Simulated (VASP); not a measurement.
Here is a VASP 6.6.1 calculation.

Contents of INCAR:

```
PREC = Accurate ; ENCUT = 520
EDIFF = 1E-8 ; ISMEAR = -1
SIGMA = 0.15 ; LREAL = F
LASPH = T ; NELM = 100
ALGO = Normal ; ISIF = 2
LWAVE = F ; LCHARG = F
GGA = CA ; NBANDS = 15
IBRION = 8 ; NSW = 1
```

KPOINTS

```
Automatic mesh
0
Gamma
  16 16 16
```

Contents of POSCAR:

```
GeH2
1.0
    0.0000000000      2.2962000000      2.2962000000
    2.2962000000      0.0000000000      2.2962000000
    2.2962000000      2.2962000000      0.0000000000
Ge H
1 2
Direct
    0.0000000000      0.0000000000      0.0000000000
    0.2500000000      0.2500000000      0.2500000000
    0.7500000000      0.7500000000      0.7500000000
```

Potentials or basis: VASP PAW LDA potentials, release 64 (Ge_d, H).

The run is started by

```sh
$ cat potpaw_LDA.64/Ge_d/POTCAR potpaw_LDA.64/H/POTCAR > POTCAR
$ mpirun -np 1 vasp_std > vasp.out
```

(1) Estimate the highest phonon frequency at Γ.

(2) Predict the most unstable mode.

Answers

(1) 881 cm⁻¹.

(2) 328i cm⁻¹.

Caveat: the cell stands under pressure or tension, which shifts response properties; some modes are imaginary.
